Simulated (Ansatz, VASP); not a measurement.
HfO2 in VASP and in Ansatz

```xyz
3
Lattice="0.0000 2.6214 2.6854 2.6214 0.0000 2.6854 2.6214 2.6214 0.0000" Properties=species:S:1:pos:R:3 pbc="T T T"
Hf    0.0000    0.0000    0.0000
O     1.3107    1.3107    1.3427
O     3.9322    3.9322    4.0281
```

Change from the starting cell: strain +0.025 along x and y, +0.050 along z, atoms carried along.

Alike in both runs: task single point; functional r2SCAN; k mesh 8 × 8 × 8; occupations gaussian, width 0.05 eV; no spin polarisation.

|  | VASP | Ansatz |
| --- | --- | --- |
| version | VASP 6.6.1 | Ansatz 0.2.0 |
| potentials or method | VASP PAW PBE potentials, release 64 (Hf_pv, O), cutoff 520 eV | scalar-relativistic, plane waves, PAW |
| valence electrons in the cell | 22 | 38 |

Ansatz gave:

```
gap on the k mesh at the Fermi level (eV)                     : 3.83
least direct gap on the mesh (eV)                             : 3.83
pressure (GPa)                                                : -27.0
traceless stress, the component that is largest in VASP (GPa) : -6.70
```

Estimate VASP's values.

gap on the k mesh at the Fermi level (eV): 3.81; least direct gap on the mesh (eV): 3.81; pressure (GPa): -29.8; traceless stress, the component that is largest in VASP (GPa): -6.79.

VASP's potentials were made for PBE, not for r2SCAN. The functional is the same, so the differences come from potentials, cutoffs and numerics. VASP's potentials hold 22 valence electrons a cell and Ansatz's 38, so a difference there can come from the potentials and not from the codes.

Neither program's run includes spin-orbit coupling.
